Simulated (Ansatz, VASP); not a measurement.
## Two plane-wave programs on TiO2

```xyz
6
Lattice="4.8468 0.0000 0.0000 0.0000 4.8468 0.0000 0.0000 0.0000 2.6372" Properties=species:S:1:pos:R:3 pbc="T T T"
Ti    0.0000    0.0000    0.0000
Ti    2.4234    2.4234    1.3186
O     1.4756    1.4756    0.0000
O     0.9479    3.8990    1.3186
O     3.3713    3.3713    0.0000
O     3.8990    0.9479    1.3186
```

Alike in both runs: task single point; functional PBEsol; k mesh 8 × 8 × 10; occupations gaussian, width 0.05 eV; no spin polarisation.

|  | VASP | Ansatz |
| --- | --- | --- |
| version | VASP 6.6.1 | Ansatz 0.2.0 |
| potentials or method | VASP PAW PBE potentials, release 64 (Ti_sv, O), cutoff 520 eV | scalar-relativistic, plane waves, PAW |
| valence electrons in the cell | 48 | 48 |

|  | VASP | Ansatz | Ansatz less VASP |
| --- | --- | --- | --- |
| gap on the k mesh at the Fermi level (eV) | 1.54 | 1.56 | +0.016 |
| least direct gap on the mesh (eV) | 1.56 | 1.58 | +0.013 |
| pressure (GPa) | 11.6 | 10.9 | -0.69 |
| traceless stress, the component that is largest in VASP (GPa) | 37.19 | 36.92 | -0.261 |
| rms of the force components (eV/Å) | 0.151 | 0.117 | -0.0336 |

VASP's potentials were made for PBE, not for PBEsol. Atom by atom the forces differ by 0.034 eV/Å (rms over components). With one functional, cell and mesh, what is left measures potentials, basis and numerics.
